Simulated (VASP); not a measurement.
A run of VASP 6.6.1 is set up as follows.

The input INCAR:

```
SYSTEM = K
PREC = Accurate
ENCUT = 520
EDIFF = 1E-6
ISMEAR = -1
SIGMA = 0.1
LREAL = .FALSE.
LASPH = .TRUE.
NELM = 60
ALGO = Normal
ISIF = 2
LWAVE = .FALSE.
LCHARG = .FALSE.
GGA = PS
NBANDS = 10
```

File KPOINTS:

```
regular mesh
0
G
  11 11 11
  0 0 0
```

POSCAR

```
K
1.0
    0.0000000000      3.0556002100      3.0556002100
    3.0556002100      0.0000000000      3.0556002100
    3.0556002100      3.0556002100      0.0000000000
K
1
Direct
    0.0000000000      0.0000000000      0.0000000000
```

Potentials or basis: VASP PAW PBE potentials, release 64 (K_sv).

Command:

```console
$ cat potpaw_PBE.64/K_sv/POTCAR > POTCAR
$ mpirun -np 1 vasp_std > vasp.out
```

Question: Estimate the pressure.

Answer: 1.2 GPa.

Caveat: the PAW data sets were made with another functional, which shifts forces and pressure a little.
